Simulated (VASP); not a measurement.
Here is a VASP 6.6.1 calculation.

The input INCAR:

```
PREC     = Accurate       # precision mode
ENCUT    = 520            # plane-wave cutoff, eV
EDIFF    = 1E-7           # SCF threshold, eV
ISMEAR   = 0              # smearing method
SIGMA    = 0.01           # smearing width, eV
LREAL    = Auto         
LASPH    = T              # aspherical terms in the spheres
NELM     = 100            # most SCF steps
ALGO     = Normal         # electronic algorithm
ISIF     = 2              # what is computed and relaxed
LWAVE    = F              # write WAVECAR
LCHARG   = F              # write CHGCAR
GGA      = PS             # functional
NBANDS   = 76             # bands
```

Contents of KPOINTS:

```
Automatic mesh
0
Gamma
  2 2 2
  0.5 0.5 0.5
```

Contents of POSCAR:

```
MgZn3O4
1.0
    6.5044980000      0.0000000000      0.0000000000
    0.0000000000      5.6330600000      0.0000000000
    0.0000000000      0.0000000000      5.1557130000
Zn Mg O
6 2 8
Direct
    0.2637130000      0.1486170000      0.5022250000
    0.7454430000      0.1797820000      0.4816570000
    0.4898030000      0.6631440000      0.4763030000
    0.0151620000      0.3231670000      0.0061360000
    0.2408830000      0.8321930000      0.0179480000
    0.7348160000      0.8213910000      0.0066150000
    0.9987770000      0.6847200000      0.4857200000
    0.4811350000      0.3327360000      0.9932910000
    0.9850960000      0.3679420000      0.3483790000
    0.4820960000      0.3533260000      0.3763230000
    0.2855650000      0.8276750000      0.3888800000
    0.7539300000      0.8256370000      0.3843240000
    0.2633990000      0.1522070000      0.8885790000
    0.0294360000      0.6434130000      0.8922950000
    0.7479900000      0.1748030000      0.8923340000
    0.4656630000      0.6670930000      0.8919200000
```

Potentials or basis: VASP PAW PBE potentials, release 64 (Zn, Mg, O).

Run with:

```bash
$ cat potpaw_PBE.64/Zn/POTCAR potpaw_PBE.64/Mg/POTCAR potpaw_PBE.64/O/POTCAR > POTCAR
$ mpirun -np 1 vasp_std > vasp.out
```

(1) What does it give for the largest force?

(2) Predict the band gap on the k mesh.

(3) Estimate the pressure.

## Answers

(1) 6.059 eV/Å.

(2) 3.14 eV, indirect (least direct gap 3.17 eV).

(3) 5.6 GPa.

Caveat: the k points lie up to 0.61 Å⁻¹ apart; the PAW data sets were made with another functional, which shifts forces and pressure a little.
